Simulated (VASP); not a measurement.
Input of a VASP 6.6.1 run:

The input INCAR:

```
SYSTEM = Ge
PREC = Accurate ; ENCUT = 520
EDIFF = 1E-8 ; ISMEAR = -1
SIGMA = 0.05 ; LREAL = .False.
LASPH = .True. ; NELM = 80
ALGO = Normal ; ISIF = 2
LWAVE = .False. ; LCHARG = .False.
GGA = PS ; NBANDS = 21
IBRION = 8 ; NSW = 1
```

The input KPOINTS:

```
Automatic mesh
0
Gamma
  10 10 10
  0 0 0
```

The input POSCAR:

```
Ge
1.0
    0.0000000000      2.8660343414      2.8660343414
    2.8660343414      0.0000000000      2.8660343414
    2.8660343414      2.8660343414      0.0000000000
Ge
2
Direct
    0.5000000000      0.5000000000      0.5000000000
    0.7500000000      0.7500000000      0.7500000000
```

Potentials or basis: VASP PAW PBE potentials, release 64 (Ge_d).

Command:

```console
$ cat potpaw_PBE.64/Ge_d/POTCAR > POTCAR
$ mpirun -np 1 vasp_std > vasp.out
```

Q: What does it give for the highest phonon frequency at Γ?

A: 271 cm⁻¹.

Phonon frequencies in cm⁻¹ (negative: imaginary):
| q point | frequencies |
| --- | --- |
| (0.000, 0.000, 0.000) | 0 0 0 271 271 271 |

Caveat: the cell stands under pressure or tension, which shifts response properties.
